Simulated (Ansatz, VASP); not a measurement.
# Two plane-wave programs on NaCl

```
Na Cl
1.0
     0.00000    2.60521    2.94502
     2.60521    0.00000    2.94502
     2.60521    2.60521    0.00000
Na Cl
1 1
Direct
  0.00000 0.00000 0.00000
  0.50000 0.50000 0.50000
```

Change from the starting cell: strain -0.080 along x and y, +0.040 along z, atoms carried along.

Alike in both runs: task single point; functional PBEsol; k mesh 8 × 8 × 8; occupations gaussian, width 0.05 eV; no spin polarisation.

|  | VASP | Ansatz |
| --- | --- | --- |
| version | VASP 6.6.1 | Ansatz 0.2.0 |
| potentials or method | VASP PAW PBE potentials, release 64 (Na_pv, Cl), cutoff 520 eV | scalar-relativistic, plane waves, PAW |
| valence electrons in the cell | 14 | 16 |

|  | VASP | Ansatz | Ansatz less VASP |
| --- | --- | --- | --- |
| gap on the k mesh at the Fermi level (eV) | 5.38 | 5.38 | +0.003 |
| least direct gap on the mesh (eV) | 5.38 | 5.38 | +0.003 |
| pressure (GPa) | 4.4 | 4.3 | -0.07 |
| traceless stress, the component that is largest in VASP (GPa) | -5.13 | -5.04 | +0.090 |

VASP's potentials were made for PBE, not for PBEsol. VASP's potentials hold 14 valence electrons a cell and Ansatz's 16, so a difference there can come from the potentials and not from the codes.
